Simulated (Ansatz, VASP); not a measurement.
Two plane-wave programs on Mg3PtCl

```
Mg Pt Cl
1.0
     4.68556    0.00000    0.00000
     0.00000    4.68556    0.00000
     0.00000    0.00000    4.68556
Mg Pt Cl
3 1 1
Cartesian
  0.0000 2.3428 2.3428
  2.3428 0.0000 2.3428
  2.3428 2.3428 0.0000
  0.0000 0.0000 0.0000
  2.3428 2.3428 2.3428
```

Change from the starting cell: species swapped into the Mn3AgN type (Pm-3m, No. 221).

Alike in both runs: functional PBE; k mesh 8 × 8 × 8; occupations gaussian, width 0.1 eV; no spin polarisation.

Ansatz relaxed the structure, and its values are those at the end. VASP's run is a single point on that final structure, the one shown.

|  | VASP | Ansatz |
| --- | --- | --- |
| version | VASP 6.6.1 | Ansatz 0.2.0 |
| potentials or method | VASP PAW PBE potentials, release 64 (Mg, Pt, Cl), cutoff 520 eV | scalar-relativistic, plane waves, PAW |
| valence electrons in the cell | 23 | 55 |

|  | VASP | Ansatz | Ansatz less VASP |
| --- | --- | --- | --- |
| gap on the k mesh at the Fermi level (eV) | none | none | - |
| pressure (GPa) | -0.1 | 0.0 | +0.11 |

A gap of «none» marks a metal or a gap that the smearing closes. VASP's potentials hold 23 valence electrons a cell and Ansatz's 55, so a difference there can come from the potentials and not from the codes.

Neither program's run includes spin-orbit coupling.
